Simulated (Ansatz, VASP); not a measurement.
MgO in VASP and in Ansatz

```
Mg O
1.0
     3.37040    0.00000    0.00000
    -1.68520    2.91885    0.00000
     0.00000    0.00000    4.25749
Mg O
2 2
Direct
  0.66667 0.33333 0.75000
  0.33333 0.66667 0.25000
  0.66667 0.33333 0.25000
  0.33333 0.66667 0.75000
```

Alike in both runs: task single point; functional PBE; k mesh 9 × 9 × 6; occupations gaussian, width 0.05 eV; no spin polarisation.

|  | VASP | Ansatz |
| --- | --- | --- |
| version | VASP 6.6.1 | Ansatz 0.2.0 |
| potentials or method | VASP PAW PBE potentials, release 64 (Mg, O), cutoff 520 eV | scalar-relativistic, plane waves, PAW |
| valence electrons in the cell | 16 | 32 |

```csv
,VASP,Ansatz,Ansatz less VASP
gap on the k mesh at the Fermi level (eV),3.65,3.67,+0.020
least direct gap on the mesh (eV),3.65,3.67,+0.020
pressure (GPa),12.2,12.7,+0.50
"traceless stress, the component that is largest in VASP (GPa)",-6.93,-6.71,+0.218
```

With one functional, cell and mesh, what is left measures potentials, basis and numerics. VASP's potentials hold 16 valence electrons a cell and Ansatz's 32, so a difference there can come from the potentials and not from the codes.
